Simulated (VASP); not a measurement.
Crystal: C4N.

```
C N
1.0
    -2.46866    2.46866    2.46866
     2.46866   -2.46866    2.46866
     2.46866    2.46866   -2.46866
C N
4 1
Direct
  0.00000 0.00000 0.50000
  0.00000 0.50000 0.00000
  0.50000 0.00000 0.00000
  0.50000 0.50000 0.50000
  0.00000 0.00000 0.00000
```

* Program: VASP 6.6.1
* Task: relaxation of cell and atoms
* Functional: PBE
* Potentials or basis: VASP PAW PBE potentials, release 64 (C, N)
* Cutoff: 600 eV
* k mesh: 6 × 6 × 6
* Occupations: gaussian, width 0.1 eV
* Spin: no spin polarisation

At the start: pressure -27.8 GPa; volume 12.04 Å³/atom.

Q: Where does the relaxation end?

A: Over 4 steps the energy falls by 580.6 meV/atom and the volume is 7.38 Å³/atom (-38.7 %); space group Im-3m (No. 229, to 0.05 Å).

The path:
| step | energy change (eV) | largest force (eV/Å) | pressure (GPa) | volume (Å³) |
| --- | --- | --- | --- | --- |
| 1 | 0.0000 | 0.0000 | -27.84 | 60.18 |
| 2 | -2.5019 | 0.0000 | -16.84 | 43.74 |
| 3 | -2.8860 | 0.0000 | -4.23 | 38.34 |
| 4 | -2.9029 | 0.0000 | 0.43 | 36.91 |

Final structure:
```
C N
1.0
    -2.09738    2.09738    2.09738
     2.09738   -2.09738    2.09738
     2.09738    2.09738   -2.09738
C N
4 1
Cartesian
  1.0487 1.0487 3.1461
  -1.0487 1.0487 3.1461
  3.1461 1.0487 1.0487
  1.0487 1.0487 1.0487
  2.0974 2.0974 -2.0974
```

Caveat: the volume moved by over 15 % at a fixed basis, so the end points are rough.
